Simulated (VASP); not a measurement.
Wanted: the native input for a VASP 6.6.1 run.

- Task: single point
- Functional: PBE
- Potentials or basis: VASP PAW PBE potentials, release 64 (Ru_pv, Al)
- Cutoff: 520 eV
- k mesh: 9 × 9 × 9
- Occupations: fermi-dirac, width 0.05 eV
- Spin: no spin polarisation
- Dipole correction: no
- Further INCAR settings: ALGO = Normal; EDIFF = 1e-06; NBANDS = 16

The structure of AlRu lies in POSCAR:

```
AlRu
1.0
    3.0502737196      0.0000000000      0.0000000000
    0.0000000000      3.0502737196      0.0000000000
    0.0000000000      0.0000000000      3.0502737196
Ru Al
1 1
Direct
    0.5000000000      0.5000000000      0.5000000000
    0.0000000000      0.0000000000      0.0000000000
```

This cell differs from its parent crystal: volume scaled by 1.06.

One way to write it, as run:

INCAR

```
  ALGO = Normal
  EDIFF = 1E-6
  ENCUT = 520
  GGA = PE
  ISIF = 2
  ISMEAR = -1
  LASPH = True
  LCHARG = True
  LELF = True
  LREAL = False
  LVHAR = True
  LWAVE = False
  NBANDS = 16
  NELM = 60
  PREC = Accurate
  SIGMA = 0.05
```

KPOINTS

```
k-points
0
Gamma
  9 9 9
```

Potentials or basis: VASP PAW PBE potentials, release 64 (Ru_pv, Al).

Launch:

```bash
$ cat potpaw_PBE.64/Ru_pv/POTCAR potpaw_PBE.64/Al/POTCAR > POTCAR
$ mpirun -np 1 vasp_std > vasp.out
```

Results of the run:

```
Pressure : -8.5 GPa
```

Run time: 7.9 s on 1 thread of AMD EPYC 9R14 (Zen 4), with other jobs on the host, peak memory 0.12 GiB.
